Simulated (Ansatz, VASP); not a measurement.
## CdF2 in VASP and in Ansatz

Contents of INCAR:

```
  PREC = Accurate
  ENCUT = 520
  EDIFF = 1E-8
  ISMEAR = -1
  SIGMA = 0.02
  LREAL = F
  LASPH = T
  NELM = 60
  ALGO = Normal
  ISIF = 2
  LWAVE = F
  LCHARG = F
  GGA = CA
  LEFG = T
  NBANDS = 20
```

File KPOINTS:

```
regular mesh
0
Gamma
  8 8 8
```

File POSCAR:

```
CdF2
1.0
    0.0000000000      2.6759189183      2.6759189183
    2.6759189183      0.0000000000      2.6759189183
    2.6759189183      2.6759189183      0.0000000000
Cd F
1 2
Direct
    0.0000000000      0.0000000000      0.0000000000
    0.2500000000      0.2500000000      0.2500000000
    0.7500000000      0.7500000000      0.7500000000
```

Input for Ansatz:

```yaml
crystal:
  lattice:
    - [0.0, 2.6759189183, 2.6759189183]
    - [2.6759189183, 0.0, 2.6759189183]
    - [2.6759189183, 2.6759189183, 0.0]
  atoms:
    - { symbol: Cd, position: [0.0, 0.0, 0.0] }
    - { symbol: F, position: [0.25, 0.25, 0.25] }
    - { symbol: F, position: [0.75, 0.75, 0.75] }
kpoints:
  mp_grid: { grid: [8, 8, 8] }
scf:
  occupations: { method: fermi_dirac, width: 0.02 }
hamiltonian:
  xc: lda
  pseudopotentials: { kind: all_electron, datasets: crystal }
output:
  forces: true
  stress: true
  eigenvalues: true
  efg: { contact_densities: true }
```

Change from the starting cell: volume scaled by 0.98, crystal datasets.

Alike in both runs: task electric field gradients; functional LDA; k mesh 8 × 8 × 8; occupations fermi-dirac, width 0.02 eV; no spin polarisation.

```csv
,VASP,Ansatz
version,VASP 6.6.1,Ansatz 0.2.0
potentials or method,"VASP PAW LDA potentials, release 64 (Cd, F), cutoff 520 eV","all-electron PAW with datasets made for the crystal, scalar-relativistic"
```

```csv
,VASP,Ansatz,Ansatz less VASP
gap on the k mesh at the Fermi level (eV),2.87,2.87,-0.001
pressure (GPa),-2.5,-3.6,-1.06
```

LDA's correlation is that of Perdew and Zunger in VASP and of Perdew and Wang (1992) in Ansatz. Ansatz ran all-electron here, and VASP with PAW potentials.
